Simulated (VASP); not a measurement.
# PbS (R3m) in VASP: a series of runs

PbS is run at these levels: PBEsol; tasks: single point.

Program: VASP 6.6.1. These are calculated values, not measurements. Logs are shortened: lines on timing, memory, paths and dates and some standing lists are left out, and cuts for length are marked.

## Step 1: The cell of the first run

The structure is trigonal, space group R3m (No. 160). Conventional cell: a = 4.461 Å, b = 4.461 Å, c = 9.292 Å, α = 90.00°, β = 90.00°, γ = 120.00°. Within 3.9 Å of Pb (site symmetry 3m) lie 6 S at 2.98 to 3.03 Å. Within 3.9 Å of S (site symmetry 3m) lie 6 Pb at 2.98 to 3.03 Å.

## Step 2: Single point, PBEsol

INCAR

```
SYSTEM = PbS
PREC = Accurate
ENCUT = 520
EDIFF = 1E-7
ISMEAR = 0
SIGMA = 0.03
LREAL = .FALSE.
LASPH = .TRUE.
NELM = 60
ALGO = Normal
ISIF = 2
LWAVE = .FALSE.
LCHARG = .FALSE.
GGA = PS
NBANDS = 17
```

KPOINTS

```
Automatic mesh
0
G
  12 12 12
  0 0 0
```

POSCAR

```
PbS
1.0
    2.2302676505      1.2876456284      3.0974635260
   -2.2302676505      1.2876456284      3.0974635260
    0.0000000000     -2.5752912568      3.0974635260
Pb S
1 1
Direct
    0.9805657800      0.9805657800      0.9805657800
    0.4750355500      0.4750355500      0.4750355500
```

Potentials or basis: VASP PAW PBE potentials, release 64 (Pb_d, S).

Started as:

```sh
$ cat potpaw_PBE.64/Pb_d/POTCAR potpaw_PBE.64/S/POTCAR > POTCAR
$ mpirun -np 1 vasp_std > vasp.out
```

OUTCAR:

```text
SYSTEM = PbS
   PREC = Accurate
   ENCUT = 520
   EDIFF = 1E-7
   ISMEAR = 0
   LREAL = .FALSE.
   LASPH = .TRUE.
   NELM = 60
   ISIF = 2
   GGA = PS

 ion  position               nearest neighbor table
   1  0.981  0.981  0.981-   2 2.98   2 2.98   2 2.98   2 3.03   2 3.03   2 3.03
   2  0.475  0.475  0.475-   1 2.98   1 2.98   1 2.98   1 3.03   1 3.03   1 3.03

  LATTYP: Found a trigonal (rhomboedric) cell.
 ALAT       =     4.0282012552
 COS(alpha) =     0.3869136528

  Lattice vectors:

 A1 = (   2.2302676505,   1.2876456284,   3.0974635260)
 A2 = (  -2.2302676505,   1.2876456284,   3.0974635260)
 A3 = (   0.0000000000,  -2.5752912568,   3.0974635260)

Analysis of symmetry for initial positions (statically):
=====================================================================
 Subroutine PRICEL returns:
 Original cell was already a primitive cell.

 Routine SETGRP: Setting up the symmetry group for a
 trigonal (rhombohedral) supercell.

 Subroutine GETGRP returns: Found  6 space group operations
 (whereof  6 operations were pure point group operations)
 out of a pool of 12 trial point group operations.

The static configuration has the point symmetry C_3v.

Analysis of symmetry for dynamics (positions and initial velocities):
=====================================================================
 Subroutine PRICEL returns:
 Original cell was already a primitive cell.

 Routine SETGRP: Setting up the symmetry group for a
 trigonal (rhombohedral) supercell.

 Subroutine GETGRP returns: Found  6 space group operations
 (whereof  6 operations were pure point group operations)
 out of a pool of 12 trial point group operations.

The dynamic configuration has the point symmetry C_3v.

 Subroutine INISYM returns: Found  6 space group operations
 (whereof  6 operations are pure point group operations),
 and found     1 'primitive' translations

----------------------------------------------------------------------------------------

                                     Primitive cell

  volume of cell :      53.3717

  direct lattice vectors                    reciprocal lattice vectors
     2.230267651  1.287645628  3.097463526     0.224188339  0.129435198  0.107614934
    -2.230267651  1.287645628  3.097463526    -0.224188339  0.129435198  0.107614934
     0.000000000 -2.575291257  3.097463526     0.000000000 -0.258870396  0.107614934

  length of vectors
     4.028201255  4.028201255  4.028201255     0.280347741  0.280347741  0.280347741

  position of ions in fractional coordinates (direct lattice)
     0.980565780  0.980565780  0.980565780
     0.475035550  0.475035550  0.475035550

  ion indices of the primitive-cell ions
   primitive index   ion index
                 1           1
                 2           2

----------------------------------------------------------------------------------------

 KPOINTS: Automatic mesh

Automatic generation of k-mesh.
 Grid dimensions read from file:
 generate k-points for:   12   12   12

 Generating k-lattice:

  Cartesian coordinates                     Fractional coordinates (reciprocal lattice)
     0.018682362  0.010786266  0.008967911     0.083333333 -0.000000000 -0.000000000
    -0.018682362  0.010786266  0.008967911    -0.000000000  0.083333333 -0.000000000
     0.000000000 -0.021572533  0.008967911    -0.000000000 -0.000000000  0.083333333

  Length of vectors
     0.023362312  0.023362312  0.023362312

  Shift w.r.t. Gamma in fractional coordinates (k-lattice)
     0.000000000  0.000000000  0.000000000

 Subroutine IBZKPT returns following result:
 ===========================================

 Found    189 irreducible k-points:

 Following reciprocal coordinates:
            Coordinates               Weight
  0.000000  0.000000  0.000000      1.000000
  0.083333 -0.000000  0.000000      6.000000
  0.166667 -0.000000  0.000000      6.000000
  0.250000  0.000000  0.000000      6.000000
  0.333333 -0.000000 -0.000000      6.000000
  0.416667  0.000000  0.000000      6.000000
[... 16 lines left out ...]
  0.500000  0.166667  0.000000     12.000000
 -0.416667  0.166667 -0.000000     12.000000
 [... further k-points ...]
   k-points           NKPTS =    189   k-points in BZ     NKDIM =    189   number of bands    NBANDS=     17
   number of dos      NEDOS =    301   number of ions     NIONS =      2
   total plane-waves  NPLWV =  27000
   dimension x,y,z NGX =    30 NGY =   30 NGZ =   30
   dimension x,y,z NGXF=    60 NGYF=   60 NGZF=   60
   ions per type =               1   1
   NGX,Y,Z   is equivalent  to a cutoff of  12.38, 12.38, 12.38 a.u.
   NGXF,Y,Z  is equivalent  to a cutoff of  24.76, 24.76, 24.76 a.u.
 SYSTEM =  PbS
   PREC   = accura    normal or accurate (medium, high low for compatibility)
   ISTART =      0    job   : 0-new  1-cont  2-samecut
   ICHARG =      2    charge: 1-file 2-atom 10-const
   ISPIN  =      1    spin polarized calculation?
   LNONCOLLINEAR =      F non collinear calculations
   LSORBIT =      F    spin-orbit coupling
   LASPH  =      T    aspherical Exc in radial PAW
   ENCUT  =  520.0 eV  38.22 Ry    6.18 a.u.   7.49  7.49  7.49*2*pi/ulx,y,z
   NELM   =     60;   NELMIN=  2; NELMDL= -5     # of ELM steps
   EDIFF  = 0.1E-06   stopping-criterion for ELM
   LREAL  =      F    real-space projection
   EDIFFG = 0.1E-05   stopping-criterion for IOM
   NSW    =      0    number of steps for IOM
   IBRION =     -1    ionic relax: 0-MD 1-quasi-New 2-CG
   NFREE  =      0    steps in history (QN), initial steepest desc. (CG)
   ISIF   =      2    stress and relaxation
   ISYM   =      2    0-nonsym 1-usesym 2-fastsym
   POTIM  = 0.5000    time-step for ionic-motion
   TEBEG  =    0.0;   TEEND  =   0.0 temperature during run
   PSTRESS=    0.0 pullay stress
   NELECT =      20.0000    total number of electrons
   NUPDOWN=      -1.0000    fix difference up-down
   EMIN   =  10.00;   EMAX   =-10.00  energy-range for DOS
   EFERMI =   0.00;   METHOD = LEGACY
   ISMEAR =     0;   SIGMA  =   0.03  broadening in eV -4-tet -1-fermi 0-gaus
   EFERMI_NEDOS =   21; number of points for ismear=-14 and -15
   IALGO  =     38    algorithm
   IMIX   =      4    mixing-type and parameters
     AMIX     =   0.40;   BMIX     =  1.00
     AMIX_MAG =   1.60;   BMIX_MAG =  1.00
  volume/ion in A,a.u.               =      26.69       180.08
  Fermi-wavevector in a.u.,A,eV,Ry     =   1.180270  2.230386 18.953411  1.393036
  Thomas-Fermi vector in A             =   2.316565
   LORBIT       =      0    0 simple, 1 ext, 2 COOP (PROOUT), +10 PAW based schemes
   GGA     = PS    functional components
   LHFCALC =     F    Hartree Fock is set to
   AEXX    =    0.0000 exact exchange contribution
   IVDW    =     0    specifies the selected vdW correction
   LEPSILON=     F    determine dielectric tensor
   LRPA    =     F    only Hartree local field effects (RPA)
 non-spin polarized calculation
 Gauss-broadening in eV      SIGMA  =   0.03
  energy-cutoff  :      520.00
  volume of cell :       53.37
 maximum number of plane-waves:      1456
 NGX is ok and might be reduce to    30
   NGX = 15   NGY = 15   NGZ = 15

 number of electron      20.0000002 magnetization

 Free energy of the ion-electron system (eV)
  ---------------------------------------------------
  ext. energy  EPLUGINS =         0.00000000
  ---------------------------------------------------
  free energy    TOTEN  =        -9.34419994 eV

  energy without entropy =       -9.34414209  energy(sigma->0) =       -9.34417101

 E-fermi :   5.3447     XC(G=0):  -9.7993

 val. band max:        5.2067359161   @ k =  -0.4167   0.0833  -0.0000
 cond. band min:       5.3549450428   @ k =   0.5000   0.4167   0.4167
 fundamental gap:      0.1482091267
 Fermi energy:         5.3447093343

 k-point     1 :       0.0000    0.0000    0.0000
  band No.  band energies     occupation
      1     -11.4108      2.00000
      2     -11.4108      2.00000
      3     -11.3886      2.00000
      4     -11.3371      2.00000
      5     -11.3371      2.00000
      6      -7.9540      2.00000
[... 9 lines left out ...]
     16      13.6459      0.00000
     17      14.5243      0.00000

 k-point     2 :       0.0833   -0.0000    0.0000
  band No.  band energies     occupation
      1     -11.4117      2.00000
      2     -11.4080      2.00000
      3     -11.3876      2.00000
      4     -11.3378      2.00000
      5     -11.3369      2.00000
      6      -7.8985      2.00000
[... 9 lines left out ...]
     16      13.6617      0.00000
     17      14.7464      0.00000

 k-point     3 :       0.1667   -0.0000    0.0000
  band No.  band energies     occupation
      1     -11.4146      2.00000
      2     -11.4028      2.00000
      3     -11.3827      2.00000
      4     -11.3397      2.00000
      5     -11.3360      2.00000
      6      -7.7365      2.00000
[... 9 lines left out ...]
     16      13.8033      0.00000
     17      15.6661      0.00000

 k-point     4 :       0.2500    0.0000    0.0000
  band No.  band energies     occupation
      1     -11.4194      2.00000
      2     -11.4008      2.00000
      3     -11.3710      2.00000
      4     -11.3422      2.00000
      5     -11.3339      2.00000
      6      -7.4851      2.00000
[... 9 lines left out ...]
     16      14.3689      0.00000
     17      16.6946      0.00000
[... 343 lines left out ...]
      1     -11.4361      2.00000
      2     -11.3965      2.00000
      3     -11.3623      2.00000
      4     -11.3389      2.00000
      5     -11.3313      2.00000
      6      -6.8925      2.00000
[... 9 lines left out ...]
     16      15.4718      0.00000
     17      17.1708      0.00000

 k-point    23 :       0.5000    0.1667    0.0000
  band No.  band energies     occupation
      1     -11.4387      2.00000
      2     -11.3958      2.00000
      3     -11.3600      2.00000
      4     -11.3360      2.00000
      5     -11.3320      2.00000
      6      -6.6894      2.00000
[... 9 lines left out ...]
     16      15.2962      0.00000
     17      17.6670      0.00000

 k-point    24 :      -0.4167    0.1667   -0.0000
  band No.  band energies     occupation
      1     -11.4364      2.00000
      2     -11.3946      2.00000
      3     -11.3586      2.00000
      4     -11.3390      2.00000
      5     -11.3334      2.00000
      6      -6.6733      2.00000
[... 9 lines left out ...]
     16      15.3356      0.00000
     17      17.2605      0.00000

 [... further k-points ...]
[... 5 lines left out ...]
  --------------------------------------------------------------------------------------
  -------------------------------------------------------------------------------------
  Total       -1.4385961     -1.4385961      0.2111714      0.0000000     -0.0000000      0.0000000
  in kB      -43.1855724    -43.1855724      6.3392070      0.0000000     -0.0000000      0.0000000
  external PRESSURE =     -26.6773126 kB  Pullay stress =       0.0000000 kB

 VOLUME and BASIS-vectors are now :
 -----------------------------------------------------------------------------
  energy-cutoff  :      520.00
  volume of cell :       53.37
      direct lattice vectors                 reciprocal lattice vectors
     2.230267651  1.287645628  3.097463526     0.224188339  0.129435198  0.107614934
    -2.230267651  1.287645628  3.097463526    -0.224188339  0.129435198  0.107614934
     0.000000000 -2.575291257  3.097463526     0.000000000 -0.258870396  0.107614934

 POSITION                                       TOTAL-FORCE (eV/Angst)
 -----------------------------------------------------------------------------------
      0.00000      0.00000      9.11180         0.000000     -0.000000     -0.034998
      0.00000      0.00000      4.41422         0.000000      0.000000      0.034998
 -----------------------------------------------------------------------------------
    total drift:                               -0.000000     -0.000000      0.000329

  FREE ENERGIE OF THE ION-ELECTRON SYSTEM (eV)
  ---------------------------------------------------
  free  energy   TOTEN  =        -9.3441999367 eV

  energy  without entropy=       -9.3441420873  energy(sigma->0) =       -9.34417101
```

Wall time 73 s (1 thread of AMD EPYC 9R45 (Zen 5), shared host); peak memory 0.26 GiB.

What came out:

```yaml
Free_energy: -9.3442 eV
Pressure: -2.7 GPa
Largest_force: 0.035 eV/Å
Band_gap_on_the_k_mesh: zero (band 10 reaches 5.49 eV, above the bottom of band 11 at 5.04 eV)
```

Forces on the atoms (eV/Å):
```
Pb   0.000  0.000 -0.035
S    0.000  0.000  0.035
```

Levels at points of the mesh, in eV from the Fermi level:
```
           k point  band 7  band 8  band 9  band 10  band 11  band 12  band 13  band 14
(0.00, 0.00, 0.00)   -6.25   -2.28   -2.28    -1.32     4.95     5.26     5.26     6.13
(0.50, 0.00, 0.00)   -8.89   -1.62   -1.31     0.14     0.34     2.06     2.96     8.55
(0.50, 0.50, 0.00)   -7.21   -4.95   -3.70    -2.64     4.01     4.59     5.39     6.20
(0.50, 0.50, 0.50)   -8.13   -1.96   -1.96    -0.74    -0.31     1.14     1.14     8.79
```

Caveat: the PAW data sets were made with another functional, which shifts forces and pressure a little; spin-orbit coupling is left out, which moves the levels of the heavy elements.

(Part 1 of 2 ends here.)
